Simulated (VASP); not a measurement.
# Li2S (Fm-3m) in VASP: further runs

The runs below take Li2S through single point, with PBE, r2SCAN, HSE06.

Everything below comes from runs of VASP 6.6.1. Logs are shortened: lines on timing, memory, paths and dates and some standing lists are left out, and cuts for length are marked.

## 1. The cell of the first run

Symmetry: Fm-3m, No. 225, cubic system. The conventional cell has a = 5.691 Å, b = 5.691 Å, c = 5.691 Å, α = 90.00°, β = 90.00°, γ = 90.00°. Within 3.3 Å of Li (site symmetry -43m) lie 4 S at 2.46 Å and 6 Li at 2.85 Å. S (site symmetry m-3m) has 8 Li at 2.46 Å within 3.3 Å.

## 2. Single point, PBE

Contents of INCAR:

```
PREC     = Accurate       # precision mode
ENCUT    = 750            # plane-wave cutoff, eV
EDIFF    = 1E-6           # SCF threshold, eV
ISMEAR   = 0              # smearing method
SIGMA    = 0.01           # smearing width, eV
LREAL    = F              # projectors in reciprocal space
LASPH    = T              # aspherical terms in the spheres
NELM     = 120            # most SCF steps
ALGO     = Normal         # electronic algorithm
ISIF     = 2              # what is computed and relaxed
LWAVE    = F              # write WAVECAR
LCHARG   = T              # write CHGCAR
GGA      = PE             # functional
LELF     = T              # ELF
LVHAR    = T            
NBANDS   = 13             # bands
GGA_COMPAT= F
```

Contents of KPOINTS:

```
Automatic mesh
0
Gamma
  6 6 6
```

Contents of POSCAR:

```
Li2S
1.0
    0.0000000000      2.8452944180      2.8452944180
    2.8452944180      0.0000000000      2.8452944180
    2.8452944180      2.8452944180      0.0000000000
Li S
2 1
Direct
    0.2500000000      0.2500000000      0.2500000000
    0.7500000000      0.7500000000      0.7500000000
    0.0000000000      0.0000000000      0.0000000000
```

Potentials or basis: VASP PAW PBE potentials, release 64 (Li_sv, S).

The run is started by

```console
> cat potpaw_PBE.64/Li_sv/POTCAR potpaw_PBE.64/S/POTCAR > POTCAR
> mpirun -np 1 vasp_std > vasp.out
```

OUTCAR:

```text
PREC = Accurate
   ENCUT = 750
   EDIFF = 1E-6
   ISMEAR = 0
   LREAL = F
   LASPH = T
   NELM = 120
   ISIF = 2
   GGA = PE

 ion  position               nearest neighbor table
   1  0.250  0.250  0.250-   3 2.46   3 2.46   3 2.46   3 2.46
   2  0.750  0.750  0.750-   3 2.46   3 2.46   3 2.46   3 2.46
   3  0.000  0.000  0.000-   2 2.46   2 2.46   2 2.46   1 2.46   2 2.46   1 2.46   1 2.46   1 2.46

  LATTYP: Found a face centered cubic cell.
 ALAT       =     5.6905888360

  Lattice vectors:

 A1 = (   0.0000000000,   2.8452944180,   2.8452944180)
 A2 = (   2.8452944180,   0.0000000000,   2.8452944180)
 A3 = (   2.8452944180,   2.8452944180,   0.0000000000)

Analysis of symmetry for initial positions (statically):
=====================================================================
 Subroutine PRICEL returns:
 Original cell was already a primitive cell.

 Routine SETGRP: Setting up the symmetry group for a
 face centered cubic supercell.

 Subroutine GETGRP returns: Found 48 space group operations
 (whereof 48 operations were pure point group operations)
 out of a pool of 48 trial point group operations.

The static configuration has the point symmetry O_h .

Analysis of symmetry for dynamics (positions and initial velocities):
=====================================================================
 Subroutine PRICEL returns:
 Original cell was already a primitive cell.

 Routine SETGRP: Setting up the symmetry group for a
 face centered cubic supercell.

 Subroutine GETGRP returns: Found 48 space group operations
 (whereof 48 operations were pure point group operations)
 out of a pool of 48 trial point group operations.

The dynamic configuration has the point symmetry O_h .

 Subroutine INISYM returns: Found 48 space group operations
 (whereof 48 operations are pure point group operations),
 and found     1 'primitive' translations

----------------------------------------------------------------------------------------

                                     Primitive cell

  volume of cell :      46.0693

  direct lattice vectors                    reciprocal lattice vectors
     0.000000000  2.845294418  2.845294418    -0.175728739  0.175728739  0.175728739
     2.845294418  0.000000000  2.845294418     0.175728739 -0.175728739  0.175728739
     2.845294418  2.845294418  0.000000000     0.175728739  0.175728739 -0.175728739

  length of vectors
     4.023853955  4.023853955  4.023853955     0.304371104  0.304371104  0.304371104

  position of ions in fractional coordinates (direct lattice)
     0.250000000  0.250000000  0.250000000
     0.750000000  0.750000000  0.750000000
     0.000000000  0.000000000  0.000000000

  ion indices of the primitive-cell ions
   primitive index   ion index
                 1           1
                 2           2
                 3           3

----------------------------------------------------------------------------------------

 KPOINTS: Automatic mesh

Automatic generation of k-mesh.
 Grid dimensions read from file:
 generate k-points for:    6    6    6

 Generating k-lattice:

  Cartesian coordinates                     Fractional coordinates (reciprocal lattice)
    -0.029288123  0.029288123  0.029288123     0.166666667  0.000000000  0.000000000
     0.029288123 -0.029288123  0.029288123     0.000000000  0.166666667  0.000000000
     0.029288123  0.029288123 -0.029288123     0.000000000  0.000000000  0.166666667

  Length of vectors
     0.050728517  0.050728517  0.050728517

  Shift w.r.t. Gamma in fractional coordinates (k-lattice)
     0.000000000  0.000000000  0.000000000

 Subroutine IBZKPT returns following result:
 ===========================================

 Found     16 irreducible k-points:

 Following reciprocal coordinates:
            Coordinates               Weight
  0.000000  0.000000  0.000000      1.000000
  0.166667  0.000000  0.000000      8.000000
  0.333333  0.000000  0.000000      8.000000
  0.500000  0.000000  0.000000      4.000000
  0.166667  0.166667  0.000000      6.000000
  0.333333  0.166667  0.000000     24.000000
[... 8 lines left out ...]
 -0.333333  0.333333  0.166667     24.000000
 -0.333333  0.500000  0.166667     12.000000
   k-points           NKPTS =     16   k-points in BZ     NKDIM =     16   number of bands    NBANDS=     13
   number of dos      NEDOS =    301   number of ions     NIONS =      3
   total plane-waves  NPLWV =  46656
   dimension x,y,z NGX =    36 NGY =   36 NGZ =   36
   dimension x,y,z NGXF=    72 NGYF=   72 NGZF=   72
   ions per type =               2   1
   NGX,Y,Z   is equivalent  to a cutoff of  14.87, 14.87, 14.87 a.u.
   NGXF,Y,Z  is equivalent  to a cutoff of  29.75, 29.75, 29.75 a.u.
 SYSTEM =  unknown system
   PREC   = accura    normal or accurate (medium, high low for compatibility)
   ISTART =      0    job   : 0-new  1-cont  2-samecut
   ICHARG =      2    charge: 1-file 2-atom 10-const
   ISPIN  =      1    spin polarized calculation?
   LNONCOLLINEAR =      F non collinear calculations
   LSORBIT =      F    spin-orbit coupling
   LASPH  =      T    aspherical Exc in radial PAW
   ENCUT  =  750.0 eV  55.12 Ry    7.42 a.u.   8.99  8.99  8.99*2*pi/ulx,y,z
   NELM   =    120;   NELMIN=  2; NELMDL= -5     # of ELM steps
   EDIFF  = 0.1E-05   stopping-criterion for ELM
   LREAL  =      F    real-space projection
   EDIFFG = 0.1E-04   stopping-criterion for IOM
   NSW    =      0    number of steps for IOM
   IBRION =     -1    ionic relax: 0-MD 1-quasi-New 2-CG
   NFREE  =      0    steps in history (QN), initial steepest desc. (CG)
   ISIF   =      2    stress and relaxation
   ISYM   =      2    0-nonsym 1-usesym 2-fastsym
   POTIM  = 0.5000    time-step for ionic-motion
   TEBEG  =    0.0;   TEEND  =   0.0 temperature during run
   PSTRESS=    0.0 pullay stress
   NELECT =      12.0000    total number of electrons
   NUPDOWN=      -1.0000    fix difference up-down
   EMIN   =  10.00;   EMAX   =-10.00  energy-range for DOS
   EFERMI =   0.00;   METHOD = LEGACY
   ISMEAR =     0;   SIGMA  =   0.01  broadening in eV -4-tet -1-fermi 0-gaus
   EFERMI_NEDOS =   21; number of points for ismear=-14 and -15
   IALGO  =     38    algorithm
   IMIX   =      4    mixing-type and parameters
     AMIX     =   0.40;   BMIX     =  1.00
     AMIX_MAG =   1.60;   BMIX_MAG =  1.00
  volume/ion in A,a.u.               =      15.36       103.63
  Fermi-wavevector in a.u.,A,eV,Ry     =   1.045518  1.975742 14.872626  1.093107
  Thomas-Fermi vector in A             =   2.180317
   LORBIT       =      0    0 simple, 1 ext, 2 COOP (PROOUT), +10 PAW based schemes
   GGA     = PE    functional components
   LHFCALC =     F    Hartree Fock is set to
   AEXX    =    0.0000 exact exchange contribution
   IVDW    =     0    specifies the selected vdW correction
   LEPSILON=     F    determine dielectric tensor
   LRPA    =     F    only Hartree local field effects (RPA)
 non-spin polarized calculation
 Gauss-broadening in eV      SIGMA  =   0.01
  energy-cutoff  :      750.00
  volume of cell :       46.07
 maximum number of plane-waves:      2174
   NGX = 17   NGY = 17   NGZ = 17

 number of electron      11.9999998 magnetization

 Free energy of the ion-electron system (eV)
  ---------------------------------------------------
  ext. energy  EPLUGINS =         0.00000000
  ---------------------------------------------------
  free energy    TOTEN  =       -11.99453932 eV

  energy without entropy =      -11.99453932  energy(sigma->0) =      -11.99453932

 E-fermi :   1.5964     XC(G=0):  -8.5223

 val. band max:        1.4867853073   @ k =   0.0000   0.0000   0.0000
 cond. band min:       4.8743478276   @ k =   0.5000   0.5000   0.0000
 fundamental gap:      3.3875625203
 Fermi energy:         1.5963681433

 k-point     1 :       0.0000    0.0000    0.0000
  band No.  band energies     occupation
      1     -42.6772      2.00000
      2     -42.6340      2.00000
      3      -9.5483      2.00000
      4       1.4868      2.00000
      5       1.4868      2.00000
      6       1.4868      2.00000
      7       5.7763      0.00000
      8       7.7189      0.00000
      9       7.7189      0.00000
     10       7.7189      0.00000
     11      12.6768      0.00000
     12      12.6768      0.00000
     13      13.9347      0.00000

 k-point     2 :       0.1667    0.0000    0.0000
  band No.  band energies     occupation
      1     -42.6741      2.00000
      2     -42.6367      2.00000
      3      -9.4498      2.00000
      4       0.5310      2.00000
      5       1.3395      2.00000
      6       1.3395      2.00000
      7       6.4381      0.00000
      8       8.0936      0.00000
      9       8.0936      0.00000
     10       8.3265      0.00000
     11      11.4459      0.00000
     12      11.4459      0.00000
     13      14.1955      0.00000

 k-point     3 :       0.3333    0.0000    0.0000
  band No.  band energies     occupation
      1     -42.6658      2.00000
      2     -42.6442      2.00000
      3      -9.2327      2.00000
      4      -0.8354      2.00000
      5       1.0872      2.00000
      6       1.0872      2.00000
      7       7.2461      0.00000
      8       8.2443      0.00000
      9       8.2443      0.00000
     10       9.4528      0.00000
     11      11.9266      0.00000
     12      11.9266      0.00000
     13      14.8969      0.00000
[... 177 lines left out ...]
 k-point    15 :      -0.3333    0.3333    0.1667
  band No.  band energies     occupation
      1     -42.6546      2.00000
      2     -42.6545      2.00000
      3      -9.0092      2.00000
      4      -0.8803      2.00000
      5      -0.0676      2.00000
      6       0.3070      2.00000
      7       7.1407      0.00000
      8       8.4044      0.00000
      9      10.4920      0.00000
     10      10.9816      0.00000
     11      11.2611      0.00000
     12      13.2499      0.00000
     13      14.8299      0.00000

 k-point    16 :      -0.3333    0.5000    0.1667
  band No.  band energies     occupation
      1     -42.6581      2.00000
      2     -42.6509      2.00000
      3      -8.9763      2.00000
      4      -0.5232      2.00000
      5      -0.2021      2.00000
      6      -0.1527      2.00000
      7       6.1682      0.00000
      8       9.4309      0.00000
      9       9.8606      0.00000
     10      11.5704      0.00000
     11      12.9958      0.00000
     12      13.9199      0.00000
     13      14.1069      0.00000

------------------------ aborting loop because EDIFF is reached ----------------------------------------

  FORCE on cell =-STRESS in cart. coord.  units (eV):
  Direction    XX          YY          ZZ          XY          YZ          ZX
  --------------------------------------------------------------------------------------
  -------------------------------------------------------------------------------------
  Total        0.0582381      0.0582381      0.0582381      0.0000000      0.0000000     -0.0000000
  in kB        2.0253768      2.0253768      2.0253768      0.0000000      0.0000000     -0.0000000
  external PRESSURE =       2.0253768 kB  Pullay stress =       0.0000000 kB

 VOLUME and BASIS-vectors are now :
 -----------------------------------------------------------------------------
  energy-cutoff  :      750.00
  volume of cell :       46.07
      direct lattice vectors                 reciprocal lattice vectors
     0.000000000  2.845294418  2.845294418    -0.175728739  0.175728739  0.175728739
     2.845294418  0.000000000  2.845294418     0.175728739 -0.175728739  0.175728739
     2.845294418  2.845294418  0.000000000     0.175728739  0.175728739 -0.175728739

 POSITION                                       TOTAL-FORCE (eV/Angst)
 -----------------------------------------------------------------------------------
      1.42265      1.42265      1.42265        -0.000000     -0.000000     -0.000000
      4.26794      4.26794      4.26794         0.000000     -0.000000      0.000000
      0.00000      0.00000      0.00000         0.000000      0.000000     -0.000000
 -----------------------------------------------------------------------------------
    total drift:                                0.000000      0.000000      0.000000

  FREE ENERGIE OF THE ION-ELECTRON SYSTEM (eV)
  ---------------------------------------------------
  free  energy   TOTEN  =       -11.9945393229 eV

  energy  without entropy=      -11.9945393229  energy(sigma->0) =      -11.99453932
```

Run time: 17 s. Hardware: 1 thread of Intel Xeon Platinum 8259CL at 2.50GHz (Skylake/Cascade Lake), shared host; peak memory 0.19 GiB.

Results:

```yaml
Free_energy: -11.9945 eV
Pressure: 0.2 GPa
Band_gap_on_the_k_mesh: 3.39 eV (least direct gap 4.29 eV)
```

A k mesh can miss the band edges.

## 3. Single point, r2SCAN

POSCAR is that of step 2.

Contents of INCAR.step1:

```
SYSTEM = Li2S
ALGO = Normal
EDIFF = 1E-5
ENCUT = 830
GGA = PE
GGA_COMPAT = .FALSE.
ISMEAR = 0
LASPH = .TRUE.
LCHARG = .FALSE.
LREAL = .FALSE.
LWAVE = .TRUE.
NBANDS = 13
NELM = 120
PREC = Accurate
SIGMA = 0.01
```

Contents of INCAR.step2:

```
SYSTEM = Li2S
ALGO = Normal
EDIFF = 1E-6
ENCUT = 830
GGA_COMPAT = .FALSE.
ISIF = 2
ISMEAR = 0
ISTART = 1
LASPH = .TRUE.
LCHARG = .FALSE.
LMIXTAU = .TRUE.
LREAL = .FALSE.
LWAVE = .FALSE.
METAGGA = R2SCAN
NBANDS = 13
NELM = 120
PREC = Accurate
SIGMA = 0.01
```

Contents of KPOINTS:

```
k-points
0
G
  6 6 6
  0 0 0
```

Potentials or basis: VASP PAW PBE potentials, release 64 (Li_sv, S).

The run is started by

```console
> cat potpaw_PBE.64/Li_sv/POTCAR potpaw_PBE.64/S/POTCAR > POTCAR
> cp INCAR.step1 INCAR
> mpirun -np 1 vasp_std > vasp.out
> cp INCAR.step2 INCAR
> mpirun -np 1 vasp_std > vasp.out
```

It took 2 min on 1 thread of Intel Xeon Platinum 8259CL at 2.50GHz (Skylake/Cascade Lake), shared host; peak memory 0.26 GiB.

The run converged. Its results:

| Item | Value |
| --- | --- |
| Free energy | -17.3839 eV |
| Pressure | -0.2 GPa |
| Band gap on the k mesh | 3.86 eV (least direct gap 5.05 eV) |

Levels at points of the mesh, in eV from the valence-band top:
| k point | band 2 | band 3 | band 4 | band 5 | band 6 | band 7 | band 8 | band 9 | band 10 | band 11 |
| --- | --- | --- | --- | --- | --- | --- | --- | --- | --- | --- |
| (0.00, 0.00, 0.00) | -45.56 | -11.49 | 0.00 | 0.00 | 0.00 | 5.05 | 6.91 | 6.91 | 6.91 | 11.76 |
| (0.50, 0.00, 0.00) | -45.58 | -11.05 | -2.89 | -0.51 | -0.51 | 6.97 | 7.19 | 7.19 | 9.13 | 13.73 |
| (0.50, 0.50, 0.00) | -45.57 | -10.92 | -2.16 | -1.44 | -1.44 | 3.86 | 7.90 | 12.16 | 12.16 | 13.36 |

Caveat: the PAW data sets were made with another functional, which shifts forces and pressure a little.

## 4. Single point, HSE06

POSCAR is that of step 3.

Contents of INCAR.step1:

```
PREC = Accurate
ENCUT = 650
EDIFF = 1E-5
ISMEAR = 0
SIGMA = 0.01
LREAL = F
LASPH = T
NELM = 120
ALGO = Normal
ISIF = 2
LWAVE = T
LCHARG = F
GGA = PE
NBANDS = 13
GGA_COMPAT = F
```

Contents of INCAR.step2:

```
PREC = Accurate
ENCUT = 650
EDIFF = 1E-6
ISMEAR = 0
SIGMA = 0.01
LREAL = F
LASPH = T
NELM = 120
ALGO = Normal
ISIF = 2
LWAVE = F
LCHARG = F
GGA = PE
LHFCALC = T
HFSCREEN = 0.2079
PRECFOCK = Normal
ISTART = 1
NBANDS = 13
GGA_COMPAT = F
```

Contents of KPOINTS:

```
regular mesh
0
Gamma
  6 6 6
```

The run is started by

```console
> cat potpaw_PBE.64/Li_sv/POTCAR potpaw_PBE.64/S/POTCAR > POTCAR
> cp INCAR.step1 INCAR
> mpirun -np 1 vasp_std > vasp.out
> cp INCAR.step2 INCAR
> mpirun -np 1 vasp_std > vasp.out
```

Wall time 34 min (1 thread of Intel Xeon Platinum 8259CL at 2.50GHz (Skylake/Cascade Lake), shared host); peak memory 0.32 GiB.

Results (log left out):

```
Free energy            : -13.5172 eV
Pressure               : -0.6 GPa
Band gap on the k mesh : 4.33 eV (least direct gap 5.35 eV)
```

Levels at points of the mesh, in eV from the valence-band top:
| k point | band 4 | band 5 | band 6 | band 7 | band 8 | band 9 |
| --- | --- | --- | --- | --- | --- | --- |
| (0.00, 0.00, 0.00) | 0.00 | 0.00 | 0.00 | 5.35 | 7.39 | 7.39 |
| (0.50, 0.00, 0.00) | -3.16 | -0.55 | -0.55 | 7.28 | 7.72 | 7.72 |
| (0.50, 0.50, 0.00) | -2.41 | -1.54 | -1.54 | 4.33 | 8.25 | 12.56 |

Caveat: the PAW data sets were made with another functional, which shifts forces and pressure a little.

## 5. Summary

```csv
level,cutoff (eV),grid for exact exchange (PRECFOCK),share of exact exchange,screening parameter,gap on the mesh (eV),pressure (GPa)
PBE,750,-,-,-,3.39,0.2
r2SCAN,830,-,-,-,3.86,-0.2
HSE06,650,Normal,0.25,0.2079 1/Å,4.33,-0.6
```

Alike in all rows: task single point; potentials or basis VASP PAW PBE potentials, release 64 (Li_sv, S); no spin polarisation; cell as given; k mesh 6 × 6 × 6; smearing gaussian 0.01 eV.

On the cell as given the gap runs from 3.39 eV (PBE) to 4.33 eV (HSE06). The pressure there spans -0.6 GPa (HSE06) to 0.2 GPa (PBE); a positive pressure means that this level wants a larger cell, a negative one a smaller.

Caveats: the PAW data sets were made with another functional, which shifts forces and pressure a little (at least some runs).

Absolute energies hang on the potentials; compare differences alone.
